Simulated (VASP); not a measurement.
# SiC (Moissanite) (P6_3mc) in VASP: further runs, part 3 of 3

VASP 6.6.1.

### 5 Single point, PBEsol

This run uses another cell than the first one, of 10.34 Å³/atom, 1.064 times its volume.

Input file INCAR:

```
SYSTEM = SiC
PREC = Accurate
ENCUT = 520
EDIFF = 1E-7
ISMEAR = 0
SIGMA = 0.01
LREAL = .FALSE.
LASPH = .TRUE.
NELM = 80
ALGO = Normal
ISIF = 2
LWAVE = .FALSE.
LCHARG = .FALSE.
GGA = PS
NBANDS = 16
```

Input file KPOINTS:

```
Automatic mesh
0
G
  12 12 4
  0 0 0
```

Input file POSCAR:

```
SiC
1.0
    3.0760000000      0.0000000000      0.0000000000
   -1.5380000000      2.6638941400      0.0000000000
    0.0000000000      0.0000000000      5.0480000000
Si C
2 2
Direct
    0.3333333333      0.6666666667      0.0000000000
    0.6666666667      0.3333333333      0.5000000000
    0.3333333333      0.6666666667      0.3850000000
    0.6666666667      0.3333333333      0.8850000000
```

Potentials or basis: VASP PAW PBE potentials, release 64 (Si, C).

Run with:

```console
> cat potpaw_PBE.64/Si/POTCAR potpaw_PBE.64/C/POTCAR > POTCAR
> mpirun -np 1 vasp_std > vasp.out
```

OUTCAR:

```text
SYSTEM = SiC
   PREC = Accurate
   ENCUT = 520
   EDIFF = 1E-7
   ISMEAR = 0
   LREAL = .FALSE.
   LASPH = .TRUE.
   NELM = 80
   ISIF = 2
   GGA = PS

 ion  position               nearest neighbor table
   1  0.333  0.667  0.000-   4 1.87   4 1.87   4 1.87   3 1.94   2 3.09   2 3.09   2 3.09   2 3.09
                             2 3.09   2 3.09
   2  0.667  0.333  0.500-   3 1.87   3 1.87   3 1.87   4 1.94   1 3.09   1 3.09   1 3.09   1 3.09
                             1 3.09   1 3.09
   3  0.333  0.667  0.385-   2 1.87   2 1.87   2 1.87   1 1.94
   4  0.667  0.333  0.885-   1 1.87   1 1.87   1 1.87   2 1.94

[... 661 lines left out ...]
  -------------------------------------------------------------------------------------
  Total        0.5871325      0.5871325     -0.6971964      0.0000000      0.0000000      0.0000000
  in kB       22.7417602     22.7417602    -27.0049310      0.0000000      0.0000000      0.0000000
  external PRESSURE =       6.1595298 kB  Pullay stress =       0.0000000 kB

 VOLUME and BASIS-vectors are now :
 -----------------------------------------------------------------------------
  energy-cutoff  :      520.00
  volume of cell :       41.36
      direct lattice vectors                 reciprocal lattice vectors
     3.076000000  0.000000000  0.000000000     0.325097529  0.187695146  0.000000000
    -1.538000000  2.663894140  0.000000000     0.000000000  0.375390292  0.000000000
     0.000000000  0.000000000  5.048000000     0.000000000  0.000000000  0.198098257

 POSITION                                       TOTAL-FORCE (eV/Angst)
 -----------------------------------------------------------------------------------
     -0.00000      1.77593      0.00000         0.000000     -0.000000      0.749857
      1.53800      0.88796      2.52400        -0.000000      0.000000      0.749857
     -0.00000      1.77593      1.94348         0.000000     -0.000000     -0.749857
      1.53800      0.88796      4.46748        -0.000000      0.000000     -0.749857
 -----------------------------------------------------------------------------------
    total drift:                                0.000000      0.000000     -0.000479

  FREE ENERGIE OF THE ION-ELECTRON SYSTEM (eV)
  ---------------------------------------------------
  free  energy   TOTEN  =       -31.7867778154 eV

  energy  without entropy=      -31.7867778154  energy(sigma->0) =      -31.78677782
```

OSZICAR:

```text
N       E                     dE             d eps       ncg     rms          rms(c)
DAV:   1     0.237319784945E+02    0.23732E+02   -0.71236E+03  1824   0.891E+02
DAV:   2    -0.328909077838E+02   -0.56623E+02   -0.51769E+02  2584   0.157E+02
DAV:   3    -0.353957729025E+02   -0.25049E+01   -0.24938E+01  2440   0.301E+01
DAV:   4    -0.354136833936E+02   -0.17910E-01   -0.17907E-01  2176   0.316E+00
DAV:   5    -0.354138535167E+02   -0.17012E-03   -0.17012E-03  2368   0.291E-01    0.124E+01
DAV:   6    -0.319219759440E+02    0.34919E+01   -0.59873E+00  2320   0.150E+01    0.570E+00
DAV:   7    -0.318188697825E+02    0.10311E+00   -0.10479E+00  2576   0.597E+00    0.242E+00
DAV:   8    -0.317901161287E+02    0.28754E-01   -0.54021E-02  2096   0.142E+00    0.588E-01
DAV:   9    -0.317866222561E+02    0.34939E-02   -0.69190E-03  2312   0.559E-01    0.113E-01
DAV:  10    -0.317867707020E+02   -0.14845E-03   -0.69569E-04  2232   0.156E-01    0.531E-02
DAV:  11    -0.317867776890E+02   -0.69871E-05   -0.36580E-05  2312   0.445E-02    0.114E-02
DAV:  12    -0.317867777503E+02   -0.61268E-07   -0.34405E-06  2200   0.119E-02    0.397E-03
DAV:  13    -0.317867778154E+02   -0.65088E-07   -0.68408E-07  2432   0.514E-03
   1 F= -.31786778E+02 E0= -.31786778E+02  d E =-.283002E-53
```

stdout:

```text
POSCAR found type information on POSCAR SiC
 POSCAR found :  2 types and       4 ions
 scaLAPACK will be used
 -----------------------------------------------------------------------------
|                                                                             |
|                                                                             |
|     You enforced a specific xc type in the INCAR file but a different       |
|     I HOPE YOU KNOW WHAT YOU ARE DOING!                                     |
|                                                                             |
 -----------------------------------------------------------------------------

 LDA part: xc-table for (Slater+PW92), standard interpolation
 POSCAR, INCAR and KPOINTS ok, starting setup
 FFT: planning ... GRIDC
 FFT: planning ... GRID_SOFT
 FFT: planning ... GRID
 WAVECAR not read
 entering main loop
```

Wall time 44 s (1 thread of Intel Xeon 8259CL, shared host); peak memory 0.17 GiB.

Results:

```
Free energy            : -31.7868 eV
Pressure               : 0.6 GPa
Largest force          : 0.750 eV/Å
Band gap on the k mesh : 2.16 eV, indirect (least direct gap 3.96 eV)
```

Forces in eV/Å, atoms in the order of the input:
```
Si   0.000  0.000  0.750
Si   0.000  0.000  0.750
C    0.000  0.000 -0.750
C    0.000  0.000 -0.750
```

Stress tensor (GPa, compression positive):
```
 2.27  0.00  0.00
 0.00  2.27  0.00
 0.00  0.00 -2.70
```

Levels at points of the mesh, in eV from the valence-band top:
| k point | band 4 | band 5 | band 6 | band 7 | band 8 | band 9 | band 10 | band 11 | band 12 | band 13 |
| --- | --- | --- | --- | --- | --- | --- | --- | --- | --- | --- |
| (0.00, 0.00, 0.00) | -1.56 | -1.56 | -0.27 | -0.27 | 0.00 | 4.57 | 5.97 | 6.44 | 6.44 | 7.49 |
| (0.50, 0.00, 0.00) | -6.57 | -5.47 | -3.56 | -3.31 | -1.49 | 2.47 | 4.10 | 6.66 | 7.12 | 9.64 |
| (0.00, 0.00, 0.50) | -4.48 | -0.96 | -0.96 | -0.96 | -0.96 | 5.65 | 5.65 | 7.10 | 7.10 | 7.10 |
| (0.50, 0.00, 0.50) | -8.50 | -2.70 | -2.70 | -2.35 | -2.35 | 3.05 | 3.05 | 4.90 | 4.90 | 10.31 |

Caveat: the PAW data sets were made with another functional, which shifts forces and pressure a little. A k mesh can miss the band edges.

### 6 Single point, PBEsol

This run uses another cell than the first one, of 10.55 Å³/atom, 1.085 times its volume.

Input file INCAR:

```
  ALGO = Normal
  EDIFF = 1E-6
  ENCUT = 520
  GGA = PS
  ISIF = 2
  ISMEAR = 0
  LASPH = True
  LCHARG = False
  LREAL = False
  LWAVE = False
  NBANDS = 16
  NELM = 80
  PREC = Accurate
  SIGMA = 0.01
```

Input file KPOINTS:

```
k-points
0
Gamma
  12 12 4
```

Input file POSCAR:

```
SiC
1.0
    3.0963714546      0.0000000000      0.0000000000
   -1.5481857273      2.6815363372      0.0000000000
    0.0000000000      0.0000000000      5.0814314379
Si C
2 2
Direct
    0.3333333333      0.6666666667      0.0000000000
    0.6666666667      0.3333333333      0.5000000000
    0.3333333333      0.6666666667      0.3850000000
    0.6666666667      0.3333333333      0.8850000000
```

Potentials or basis: VASP PAW PBE potentials, release 64 (Si, C).

Run with:

```console
> cat potpaw_PBE.64/Si/POTCAR potpaw_PBE.64/C/POTCAR > POTCAR
> mpirun -np 1 vasp_std > vasp.out
```

Run time: 39 s. Hardware: 1 thread of Intel Xeon 8259CL, shared host; peak memory 0.17 GiB.

Results (log left out):

| Item | Value |
| --- | --- |
| Free energy | -31.7790 eV |
| Pressure | -3.7 GPa |
| Largest force | 0.719 eV/Å |
| Band gap on the k mesh | 2.20 eV, indirect (least direct gap 3.92 eV) |

Forces in eV/Å, atoms in the order of the input:
```
Si   0.000  0.000  0.719
Si   0.000  0.000  0.719
C    0.000  0.000 -0.719
C    0.000  0.000 -0.719
```

Stress tensor (GPa, compression positive):
```
-2.26  0.00  0.00
 0.00 -2.26  0.00
 0.00  0.00 -6.44
```

Levels at points of the mesh, in eV from the valence-band top:
```tsv
k point	band 5	band 6	band 7	band 8	band 9	band 10	band 11	band 12
(0.00, 0.00, 0.00)	-1.55	-0.27	-0.27	0.00	4.40	5.77	6.32	6.32
(0.50, 0.00, 0.00)	-5.40	-3.52	-3.26	-1.48	2.43	4.07	6.51	7.05
(0.00, 0.00, 0.50)	-0.96	-0.96	-0.96	-0.96	5.48	5.48	6.99	6.99
(0.50, 0.00, 0.50)	-2.67	-2.67	-2.33	-2.33	3.01	3.01	4.82	4.82
```

Caveat: the PAW data sets were made with another functional, which shifts forces and pressure a little.

### 7 Overview

```csv
cell,gap on the mesh (eV),pressure (GPa),largest force (eV/Å)
"a = 3.013, b = 3.013, c = 4.945 Å, angles 90.0, 90.0, 120.0°, 4 atoms",2.04,16.2,0.85
"a = 3.034, b = 3.034, c = 4.980 Å, angles 90.0, 90.0, 120.0°, 4 atoms",2.08,10.5,0.82
"a = 3.055, b = 3.055, c = 5.014 Å, angles 90.0, 90.0, 120.0°, 4 atoms",2.12,5.3,0.78
"a = 3.076, b = 3.076, c = 5.048 Å, angles 90.0, 90.0, 120.0°, 4 atoms",2.16,0.6,0.75
"a = 3.096, b = 3.096, c = 5.081 Å, angles 90.0, 90.0, 120.0°, 4 atoms",2.20,-3.7,0.72
```

Alike in all rows: task single point; level PBEsol; potentials or basis VASP PAW PBE potentials, release 64 (Si, C); no spin polarisation; k mesh 12 × 12 × 4; cutoff (eV) 520; smearing gaussian 0.01 eV.

Caveats: the PAW data sets were made with another functional, which shifts forces and pressure a little.

Total energies depend on the potentials used, so only differences within one code and one set of settings carry meaning.
